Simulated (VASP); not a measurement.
# Sb3Au (P4/mmm) in VASP: single point with LDA

Aim: the single point of Sb3Au with LDA.

All numbers are computed with VASP 6.6.1; they aren't measurements. Logs are shortened: lines on timing, memory, paths and dates and some standing lists are left out, and cuts for length are marked.

## (1) The cell of the first run

The structure is tetragonal, space group P4/mmm (No. 123). Conventional cell: a = 3.063 Å, b = 3.063 Å, c = 11.815 Å, α = 90.00°, β = 90.00°, γ = 90.00°. Sb (site symmetry 4mm) has 1 Au at 2.73 Å and 5 Sb at 3.06 to 3.18 Å within 3.6 Å. Sb (site symmetry 4/mmm) has 6 Sb at 3.06 to 3.18 Å within 4.0 Å. Within 3.6 Å of Au (site symmetry 4/mmm) lie 2 Sb at 2.73 Å and 4 Au at 3.06 Å.

## (2) Single point, LDA

INCAR reads:

```
PREC = Accurate
ENCUT = 520
EDIFF = 1E-7
ISMEAR = 1
SIGMA = 0.15
LREAL = F
LASPH = T
NELM = 80
ALGO = Normal
ISIF = 2
LWAVE = F
LCHARG = F
NBANDS = 21
```

KPOINTS reads:

```
regular mesh
0
Gamma
  7 7 2
```

POSCAR reads:

```
Sb3Au
1.0
    3.0631950000      0.0000000000      0.0000000000
    0.0000000000      3.0631950000      0.0000000000
    0.0000000000      0.0000000000     11.8151350000
Sb Au
3 1
Direct
    0.0000000000      0.0000000000      0.2312210000
    0.0000000000      0.0000000000      0.5000000000
    0.0000000000      0.0000000000      0.7687790000
    0.0000000000      0.0000000000      0.0000000000
```

Potentials or basis: VASP PAW LDA potentials, release 64 (Sb, Au).

The run is started by

```
cat potpaw_LDA.64/Sb/POTCAR potpaw_LDA.64/Au/POTCAR > POTCAR
mpirun -np 1 vasp_std > vasp.out
```

OUTCAR:

```text
PREC = Accurate
   ENCUT = 520
   EDIFF = 1E-7
   ISMEAR = 1
   LREAL = F
   LASPH = T
   NELM = 80
   ISIF = 2

 ion  position               nearest neighbor table
   1  0.000  0.000  0.231-   4 2.73   2 3.18
   2  0.000  0.000  0.500-   1 3.18   3 3.18
   3  0.000  0.000  0.769-   4 2.73   2 3.18
   4  0.000  0.000  0.000-   1 2.73   3 2.73

  LATTYP: Found a simple tetragonal cell.
 ALAT       =     3.0631950000
 C/A-ratio  =     3.8571279334

  Lattice vectors:

 A1 = (   3.0631950000,   0.0000000000,   0.0000000000)
 A2 = (   0.0000000000,   3.0631950000,   0.0000000000)
 A3 = (   0.0000000000,   0.0000000000,  11.8151350000)

Analysis of symmetry for initial positions (statically):
=====================================================================
 Subroutine PRICEL returns:
 Original cell was already a primitive cell.

 Routine SETGRP: Setting up the symmetry group for a
 simple tetragonal supercell.

 Subroutine GETGRP returns: Found 16 space group operations
 (whereof 16 operations were pure point group operations)
 out of a pool of 16 trial point group operations.

The static configuration has the point symmetry D_4h.

Analysis of symmetry for dynamics (positions and initial velocities):
=====================================================================
 Subroutine PRICEL returns:
 Original cell was already a primitive cell.

 Routine SETGRP: Setting up the symmetry group for a
 simple tetragonal supercell.

 Subroutine GETGRP returns: Found 16 space group operations
 (whereof 16 operations were pure point group operations)
 out of a pool of 16 trial point group operations.

The dynamic configuration has the point symmetry D_4h.

 Subroutine INISYM returns: Found 16 space group operations
 (whereof 16 operations are pure point group operations),
 and found     1 'primitive' translations

----------------------------------------------------------------------------------------

                                     Primitive cell

  volume of cell :     110.8633

  direct lattice vectors                    reciprocal lattice vectors
     3.063195000  0.000000000  0.000000000     0.326456527  0.000000000  0.000000000
     0.000000000  3.063195000  0.000000000     0.000000000  0.326456527  0.000000000
     0.000000000  0.000000000 11.815135000     0.000000000  0.000000000  0.084637205

  length of vectors
     3.063195000  3.063195000 11.815135000     0.326456527  0.326456527  0.084637205

[... 78 lines left out ...]
   NELM   =     80;   NELMIN=  2; NELMDL= -5     # of ELM steps
   EDIFF  = 0.1E-06   stopping-criterion for ELM
   LREAL  =      F    real-space projection
   EDIFFG = 0.1E-05   stopping-criterion for IOM
   NSW    =      0    number of steps for IOM
   IBRION =     -1    ionic relax: 0-MD 1-quasi-New 2-CG
   NFREE  =      0    steps in history (QN), initial steepest desc. (CG)
   ISIF   =      2    stress and relaxation
   ISYM   =      2    0-nonsym 1-usesym 2-fastsym
   POTIM  = 0.5000    time-step for ionic-motion
   TEBEG  =    0.0;   TEEND  =   0.0 temperature during run
   PSTRESS=    0.0 pullay stress
   NELECT =      26.0000    total number of electrons
   NUPDOWN=      -1.0000    fix difference up-down
   EMIN   =  10.00;   EMAX   =-10.00  energy-range for DOS
   EFERMI =   0.00;   METHOD = LEGACY
   ISMEAR =     1;   SIGMA  =   0.15  broadening in eV -4-tet -1-fermi 0-gaus
   EFERMI_NEDOS =   21; number of points for ismear=-14 and -15
   IALGO  =     38    algorithm
   IMIX   =      4    mixing-type and parameters
     AMIX     =   0.40;   BMIX     =  1.00
     AMIX_MAG =   1.60;   BMIX_MAG =  1.00
  volume/ion in A,a.u.               =      27.72       187.04
  Fermi-wavevector in a.u.,A,eV,Ry     =   1.009570  1.907811 13.867499  1.019232
  Thomas-Fermi vector in A             =   2.142507
   LORBIT       =      0    0 simple, 1 ext, 2 COOP (PROOUT), +10 PAW based schemes
   GGA     = CA    functional components
   LHFCALC =     F    Hartree Fock is set to
   AEXX    =    0.0000 exact exchange contribution
   IVDW    =     0    specifies the selected vdW correction
   LEPSILON=     F    determine dielectric tensor
   LRPA    =     F    only Hartree local field effects (RPA)
 non-spin polarized calculation
 Methfessel and Paxton  Order N= 1 SIGMA  =   0.15
  energy-cutoff  :      520.00
  volume of cell :      110.86
 maximum number of plane-waves:      3016
 NGX is ok and might be reduce to    24
   NGX = 11   NGY = 11   NGZ = 43

 number of electron      25.9999998 magnetization

 Free energy of the ion-electron system (eV)
  ---------------------------------------------------
  ext. energy  EPLUGINS =         0.00000000
  ---------------------------------------------------
  free energy    TOTEN  =       -18.48090127 eV

  energy without entropy =      -18.47246900  energy(sigma->0) =      -18.47809052

 E-fermi :   6.5862     XC(G=0): -10.1399

 val. band max:        6.5679865957   @ k =   0.0000   0.0000   0.0000
 cond. band min:       6.5924320628   @ k =   0.4286   0.4286   0.5000
 fundamental gap:      0.0244454671
 Fermi energy:         6.5861710167

 k-point     1 :       0.0000    0.0000    0.0000
  band No.  band energies     occupation
      1      -5.5092      2.00000
      2      -4.8277      2.00000
      3      -4.1757      2.00000
      4       1.0168      2.00000
      5       1.8291      2.00000
      6       1.8489      2.00000
[... 469 lines left out ...]
     20      10.7176      0.00000
     21      11.2501      0.00000

------------------------ aborting loop because EDIFF is reached ----------------------------------------

  FORCE on cell =-STRESS in cart. coord.  units (eV):
  Direction    XX          YY          ZZ          XY          YZ          ZX
  --------------------------------------------------------------------------------------
  -------------------------------------------------------------------------------------
  Total       -2.7978809     -2.7978809     -4.8163827      0.0000000     -0.0000000      0.0000000
  in kB      -40.4344776    -40.4344776    -69.6055063      0.0000000     -0.0000000      0.0000000
  external PRESSURE =     -50.1581538 kB  Pullay stress =       0.0000000 kB

 VOLUME and BASIS-vectors are now :
 -----------------------------------------------------------------------------
  energy-cutoff  :      520.00
  volume of cell :      110.86
      direct lattice vectors                 reciprocal lattice vectors
     3.063195000  0.000000000  0.000000000     0.326456527  0.000000000  0.000000000
     0.000000000  3.063195000  0.000000000     0.000000000  0.326456527  0.000000000
     0.000000000  0.000000000 11.815135000     0.000000000  0.000000000  0.084637205

 POSITION                                       TOTAL-FORCE (eV/Angst)
 -----------------------------------------------------------------------------------
      0.00000      0.00000      2.73191         0.000000     -0.000000     -0.130072
      0.00000      0.00000      5.90757        -0.000000      0.000000     -0.000000
      0.00000      0.00000      9.08323        -0.000000      0.000000      0.130072
      0.00000      0.00000      0.00000        -0.000000      0.000000     -0.000000
 -----------------------------------------------------------------------------------
    total drift:                                0.000000     -0.000000     -0.000000

  FREE ENERGIE OF THE ION-ELECTRON SYSTEM (eV)
  ---------------------------------------------------
  free  energy   TOTEN  =       -18.4809012723 eV

  energy  without entropy=      -18.4724690032  energy(sigma->0) =      -18.47809052
```

OSZICAR:

```text
N       E                     dE             d eps       ncg     rms          rms(c)
DAV:   1     0.138279641785E+03    0.13828E+03   -0.97367E+03   840   0.102E+03
DAV:   2    -0.108538156526E+02   -0.14913E+03   -0.14288E+03  1066   0.186E+02
DAV:   3    -0.187853492081E+02   -0.79315E+01   -0.77320E+01  1035   0.471E+01
DAV:   4    -0.188755155127E+02   -0.90166E-01   -0.90066E-01   960   0.548E+00
DAV:   5    -0.188767264664E+02   -0.12110E-02   -0.12109E-02   996   0.716E-01    0.616E+00
DAV:   6    -0.185837286805E+02    0.29300E+00   -0.32250E+00   928   0.121E+01    0.483E+00
DAV:   7    -0.184937456028E+02    0.89983E-01   -0.33603E-01   913   0.415E+00    0.290E+00
DAV:   8    -0.184855032793E+02    0.82423E-02   -0.77507E-02   955   0.152E+00    0.438E-01
DAV:   9    -0.184810008982E+02    0.45024E-02   -0.21790E-02   908   0.111E+00    0.203E-01
DAV:  10    -0.184809326600E+02    0.68238E-04   -0.15181E-03   980   0.200E-01    0.116E-01
DAV:  11    -0.184809040396E+02    0.28620E-04   -0.25101E-04   935   0.107E-01    0.237E-02
DAV:  12    -0.184809016759E+02    0.23637E-05   -0.16071E-05   950   0.250E-02    0.941E-03
DAV:  13    -0.184809016392E+02    0.36752E-07   -0.87177E-06   926   0.206E-02    0.441E-03
DAV:  14    -0.184809012860E+02    0.35314E-06   -0.22307E-06   934   0.100E-02    0.202E-03
DAV:  15    -0.184809012723E+02    0.13779E-07   -0.10586E-07   637   0.198E-03
   1 F= -.18480901E+02 E0= -.18478091E+02  d E =-.843227E-02
```

stdout:

```text
POSCAR found type information on POSCAR SbAu
 POSCAR found :  2 types and       4 ions
 scaLAPACK will be used
 LDA part: xc-table for (Slater(with rela. corr.)+CA(PZ))
 , standard interpolation
 POSCAR, INCAR and KPOINTS ok, starting setup
 FFT: planning ... GRIDC
 FFT: planning ... GRID_SOFT
 FFT: planning ... GRID
 WAVECAR not read
 entering main loop
```

Wall time 33 s (1 thread of Intel Xeon 6975P-C, shared host); peak memory 0.2 GiB.

What came out:

```yaml
Free_energy: -18.4809 eV
Pressure: -5.0 GPa
Largest_force: 0.130 eV/Å
Band_gap_on_the_k_mesh: zero (band 13 reaches 10.62 eV, above the bottom of band 14 at 5.32 eV)
```

Forces in eV/Å, atoms in the order of the input:
```
Sb   0.000  0.000 -0.130
Sb   0.000  0.000  0.000
Sb   0.000  0.000  0.130
Au   0.000  0.000  0.000
```

Levels at points of the mesh, in eV from the Fermi level:
| k point | band 9 | band 10 | band 11 | band 12 | band 13 | band 14 | band 15 | band 16 | band 17 | band 18 |
| --- | --- | --- | --- | --- | --- | --- | --- | --- | --- | --- |
| (0.00, 0.00, 0.00) | -2.99 | -2.14 | -0.02 | 1.22 | 3.93 | 3.93 | 4.67 | 4.67 | 5.12 | 5.12 |
| (0.00, 0.00, 0.50) | -2.90 | -2.25 | -2.14 | 3.39 | 4.03 | 4.03 | 4.41 | 4.41 | 5.29 | 5.29 |

Caveat: spin-orbit coupling is left out, which moves the levels of the heavy elements.
